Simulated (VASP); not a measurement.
# La2SiF2: single point with PBE

La2SiF2:

```
CELL_PARAMETERS angstrom
4.44045 0.00000 0.00000
0.00000 4.44045 0.00000
0.00000 0.00000 5.85234
ATOMIC_POSITIONS crystal
La 0.50000 0.00000 0.53717
La 0.00000 0.50000 0.53717
Si 0.00000 0.00000 0.25779
F 0.50000 0.00000 0.09074
F 0.00000 0.50000 0.09074
```

- Program: VASP 6.6.1
- Task: single point
- Functional: PBE
- Potentials or basis: VASP PAW PBE potentials, release 64 (La, Si, F)
- Cutoff: 520 eV
- k mesh: 4 × 4 × 4
- Occupations: gaussian, width 0.1 eV
- Spin: no spin polarisation
- Dipole correction: no
- Further INCAR settings: ALGO = Normal; EDIFF = 1e-07; NBANDS = 28

* Pressure: 6.5 GPa
* Largest force: 2.339 eV/Å
* Band gap on the k mesh: zero (band 20 reaches 6.00 eV, above the bottom of band 21 at 5.27 eV)

Forces on the atoms (eV/Å):
```
La   0.000  0.000  1.074
La   0.000  0.000  1.074
Si   0.000  0.000 -2.339
F    0.000  0.000  0.096
F    0.000  0.000  0.096
```

Stress tensor (GPa, compression positive):
```
12.77  0.00  0.00
 0.00 12.77  0.00
 0.00  0.00 -5.95
```

Levels at points of the mesh, in eV from the Fermi level:
| k point | band 18 | band 19 | band 20 | band 21 | band 22 | band 23 |
| --- | --- | --- | --- | --- | --- | --- |
| (0.00, 0.00, 0.00) | -2.22 | -1.07 | -1.04 | -0.43 | -0.43 | 1.33 |
| (0.50, 0.00, 0.00) | -0.10 | -0.06 | 0.22 | 0.56 | 0.82 | 1.31 |
| (0.50, 0.50, 0.00) | -0.66 | -0.66 | -0.46 | 0.74 | 1.44 | 1.45 |
| (0.00, 0.00, 0.50) | -2.21 | -1.39 | -1.03 | -0.15 | -0.15 | 1.86 |
| (0.50, 0.00, 0.50) | -0.05 | -0.05 | 0.10 | 0.90 | 1.55 | 1.66 |
| (0.50, 0.50, 0.50) | -0.56 | -0.56 | -0.10 | 1.03 | 1.58 | 1.58 |

It used 69 s of CPU time on 1 thread of Intel Xeon 6975P-C, with other jobs on the host.

Caveat: spin-orbit coupling is left out, which moves the levels of the heavy elements; forces of over 1 eV/Å act on the atoms, so gaps and moduli don't describe the material at rest.
